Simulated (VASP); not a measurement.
# Al (I4/mmm) in VASP: a series of runs, part 2 of 2

VASP 6.6.1.

## 3. Single point, PBE (strain +0.0525 x Voigt [0, 0, 1, 0, 0, 0])

File INCAR:

```
SYSTEM = Al
ALGO     = Normal         ! electronic algorithm
EDIFF    = 1E-6           ! SCF threshold, eV
ENCUT    = 520            ! plane-wave cutoff, eV
GGA      = PE             ! functional
ISIF     = 2              ! what is computed and relaxed
ISMEAR   = 0              ! smearing method
LASPH    = .TRUE.         ! aspherical terms in the spheres
LCHARG   = .TRUE.         ! write CHGCAR
LELF     = .TRUE.         ! ELF
LREAL    = .FALSE.        ! projectors in reciprocal space
LVHAR    = .TRUE.       
LWAVE    = .FALSE.        ! write WAVECAR
NBANDS   = 8              ! bands
NELM     = 60             ! most SCF steps
PREC     = Accurate       ! precision mode
SIGMA    = 0.15           ! smearing width, eV
```

File KPOINTS:

```
k-points
0
G
  20 20 20
  0 0 0
```

File POSCAR:

```
Al
1.0
    0.0000000000      2.0239800000      2.1302389500
    2.0239800000      0.0000000000      2.1302389500
    2.0239800000      2.0239800000      0.0000000000
Al
1
Direct
    0.0000000000      0.0000000000      0.0000000000
```

Potentials or basis: VASP PAW PBE potentials, release 64 (Al).

Launch:

```
$ cat potpaw_PBE.64/Al/POTCAR > POTCAR
$ mpirun -np 1 vasp_std > vasp.out
```

OUTCAR:

```text
SYSTEM = Al
   EDIFF = 1E-6
   ENCUT = 520
   GGA = PE
   ISIF = 2
   ISMEAR = 0
   LASPH = .TRUE.
   LREAL = .FALSE.
   NELM = 60
   PREC = Accurate

 ion  position               nearest neighbor table
   1  0.000  0.000  0.000-

  LATTYP: Found a body centered tetragonal cell.
 ALAT       =     2.8623399660
 C/A-ratio  =     1.4884597744

  Lattice vectors:

 A1 = (  -2.0239800000,   0.0000000000,   2.1302389500)
 A2 = (   2.0239800000,   0.0000000000,   2.1302389500)
 A3 = (   0.0000000000,   2.0239800000,  -2.1302389500)

Analysis of symmetry for initial positions (statically):
=====================================================================
 Subroutine PRICEL returns:
 Original cell was already a primitive cell.

 Routine SETGRP: Setting up the symmetry group for a
 body centered tetragonal supercell.

 Subroutine GETGRP returns: Found 16 space group operations
 (whereof 16 operations were pure point group operations)
 out of a pool of 16 trial point group operations.

The static configuration has the point symmetry D_4h.

Analysis of symmetry for dynamics (positions and initial velocities):
=====================================================================
 Subroutine PRICEL returns:
 Original cell was already a primitive cell.

 Routine SETGRP: Setting up the symmetry group for a
 body centered tetragonal supercell.

 Subroutine GETGRP returns: Found 16 space group operations
 (whereof 16 operations were pure point group operations)
 out of a pool of 16 trial point group operations.

The dynamic configuration has the point symmetry D_4h.

 Subroutine INISYM returns: Found 16 space group operations
[... 105 lines left out ...]
   PSTRESS=    0.0 pullay stress
   NELECT =       3.0000    total number of electrons
   NUPDOWN=      -1.0000    fix difference up-down
   EMIN   =  10.00;   EMAX   =-10.00  energy-range for DOS
   EFERMI =   0.00;   METHOD = LEGACY
   ISMEAR =     0;   SIGMA  =   0.15  broadening in eV -4-tet -1-fermi 0-gaus
   EFERMI_NEDOS =   21; number of points for ismear=-14 and -15
   IALGO  =     38    algorithm
   IMIX   =      4    mixing-type and parameters
     AMIX     =   0.40;   BMIX     =  1.00
     AMIX_MAG =   1.60;   BMIX_MAG =  1.00
  volume/ion in A,a.u.               =      17.45       117.78
  Fermi-wavevector in a.u.,A,eV,Ry     =   0.910245  1.720114 11.273054  0.828546
  Thomas-Fermi vector in A             =   2.034385
   LORBIT       =      0    0 simple, 1 ext, 2 COOP (PROOUT), +10 PAW based schemes
   GGA     = PE    functional components
   LHFCALC =     F    Hartree Fock is set to
   AEXX    =    0.0000 exact exchange contribution
   IVDW    =     0    specifies the selected vdW correction
   LEPSILON=     F    determine dielectric tensor
   LRPA    =     F    only Hartree local field effects (RPA)
 non-spin polarized calculation
 Gauss-broadening in eV      SIGMA  =   0.15
  energy-cutoff  :      520.00
  volume of cell :       17.45
 maximum number of plane-waves:       491
 NGX is ok and might be reduce to    24
   NGX = 11   NGY = 11   NGZ = 11

 number of electron       3.0000000 magnetization

 Free energy of the ion-electron system (eV)
  ---------------------------------------------------
  ext. energy  EPLUGINS =         0.00000000
  ---------------------------------------------------
  free energy    TOTEN  =        -3.73176713 eV

  energy without entropy =       -3.72681926  energy(sigma->0) =       -3.72929319

 E-fermi :   7.4340     XC(G=0):  -9.9951

 val. band max:        7.4320397318   @ k =  -0.3000   0.1000   0.0500
 cond. band min:       7.4377288173   @ k =  -0.2000   0.3500   0.3000
 fundamental gap:      0.0056890855
 Fermi energy:         7.4339921106

 k-point     1 :       0.0000    0.0000    0.0000
  band No.  band energies     occupation
      1      -3.3255      2.00000
      2      19.4022      0.00000
      3      19.9544      0.00000
      4      19.9544      0.00000
      5      20.7867      0.00000
      6      20.7867      0.00000
      7      20.9112      0.00000
      8      23.5304      0.00000
[... 243 lines left out ...]
 k-point    24 :      -0.3500    0.0500    0.0000
  band No.  band energies     occupation
      1       0.2568      2.00000
      2       6.8383      2.00000
      3      15.7434      0.00000
      4      19.2128      0.00000
      5      19.7193      0.00000
      6      20.0897      0.00000
      7      22.0775      0.00000
      8      23.7700      0.00000

 [... further k-points ...]
[... 5 lines left out ...]
  --------------------------------------------------------------------------------------
  -------------------------------------------------------------------------------------
  Total       -0.3394347     -0.3394347     -0.5522812      0.0000000     -0.0000000     -0.0000000
  in kB      -31.1599012    -31.1599012    -50.6990806      0.0000000     -0.0000000     -0.0000000
  external PRESSURE =     -37.6729610 kB  Pullay stress =       0.0000000 kB

 VOLUME and BASIS-vectors are now :
 -----------------------------------------------------------------------------
  energy-cutoff  :      520.00
  volume of cell :       17.45
      direct lattice vectors                 reciprocal lattice vectors
     0.000000000  2.023980000  2.130238950    -0.247038014  0.247038014  0.234715453
     2.023980000  0.000000000  2.130238950     0.247038014 -0.247038014  0.234715453
     2.023980000  2.023980000  0.000000000     0.247038014  0.247038014 -0.234715453

 POSITION                                       TOTAL-FORCE (eV/Angst)
 -----------------------------------------------------------------------------------
      0.00000      0.00000      0.00000        -0.000000      0.000000      0.000000
 -----------------------------------------------------------------------------------
    total drift:                                0.000000     -0.000000      0.000000

  FREE ENERGIE OF THE ION-ELECTRON SYSTEM (eV)
  ---------------------------------------------------
  free  energy   TOTEN  =        -3.7317671313 eV

  energy  without entropy=       -3.7268192557  energy(sigma->0) =       -3.72929319
```

stdout:

```text
POSCAR found type information on POSCAR Al
 POSCAR found :  1 types and       1 ions
 scaLAPACK will be used
 LDA part: xc-table for (Slater+PW92), standard interpolation
 POSCAR, INCAR and KPOINTS ok, starting setup
 FFT: planning ... GRIDC
 FFT: planning ... GRID_SOFT
 FFT: planning ... GRID
 WAVECAR not read
 entering main loop
```

Wall time 21 s (1 thread of Intel Xeon 6975P-C (Granite Rapids), shared host); peak memory 0.19 GiB.

Results:

| Property | Result |
| --- | --- |
| Free energy | -3.7318 eV |
| Pressure | -3.8 GPa |

Stress tensor (GPa, compression positive):
```
-3.12  0.00  0.00
 0.00 -3.12  0.00
 0.00  0.00 -5.07
```

Caveat: the cell differs from its parent crystal (strain +0.0525 x Voigt [0, 0, 1, 0, 0, 0]).

## 4. Single point, PBE (strain +0.0600 x Voigt [0, 0, 1, 0, 0, 0])

File INCAR:

```
SYSTEM = Al
PREC = Accurate
ENCUT = 520
EDIFF = 1E-7
ISMEAR = 0
SIGMA = 0.15
LREAL = .FALSE.
LASPH = .TRUE.
NELM = 80
ALGO = Normal
ISIF = 2
LWAVE = .FALSE.
LCHARG = .FALSE.
GGA = PE
NBANDS = 8
```

File KPOINTS:

```
regular mesh
0
G
  20 20 20
  0 0 0
```

File POSCAR:

```
Al
1.0
    0.0000000000      2.0239800000      2.1454188000
    2.0239800000      0.0000000000      2.1454188000
    2.0239800000      2.0239800000      0.0000000000
Al
1
Direct
    0.0000000000      0.0000000000      0.0000000000
```

Launch:

```
$ cat potpaw_PBE.64/Al/POTCAR > POTCAR
$ mpirun -np 1 vasp_std > vasp.out
```

Run time: 22 s. Hardware: 1 thread of Intel Xeon 6975P-C (Granite Rapids), shared host; peak memory 0.19 GiB.

Results (log left out):

```
Free energy : -3.7276 eV
Pressure    : -4.1 GPa
```

Stress tensor (GPa, compression positive):
```
-3.38  0.00  0.00
 0.00 -3.38  0.00
 0.00  0.00 -5.63
```

Levels at points of the mesh, in eV from the Fermi level:
```
           k point  band 1  band 2  band 3  band 4  band 5  band 6
(0.00, 0.00, 0.00)  -10.70   11.90   12.53   12.53   13.28   13.28
(0.50, 0.00, 0.00)   -4.33   -4.28    9.94   10.45   11.46   11.82
(0.50, 0.50, 0.00)   -3.26   -2.36    5.68    6.01    6.01    9.23
(0.50, 0.00, 0.50)   -2.50   -1.20    4.80    5.07    5.21    8.15
```

Caveat: the cell differs from its parent crystal (strain +0.0600 x Voigt [0, 0, 1, 0, 0, 0]).

## 5. The runs side by side

| cell | gap on the mesh (eV) | pressure (GPa) |
| --- | --- | --- |
| a = 2.927, b = 2.927, c = 2.862 Å, angles 60.7, 60.7, 58.5°, 1 atom | none | -3.4 |
| a = 2.938, b = 2.938, c = 2.862 Å, angles 60.9, 60.9, 58.3°, 1 atom | none | -3.8 |
| a = 2.949, b = 2.949, c = 2.862 Å, angles 61.0, 61.0, 58.1°, 1 atom | none | -4.1 |

Alike in all rows: task single point; level PBE; potentials or basis VASP PAW PBE potentials, release 64 (Al); no spin polarisation; k mesh 20 × 20 × 20; cutoff (eV) 520; smearing gaussian 0.15 eV.

Absolute energies hang on the potentials; compare differences alone.
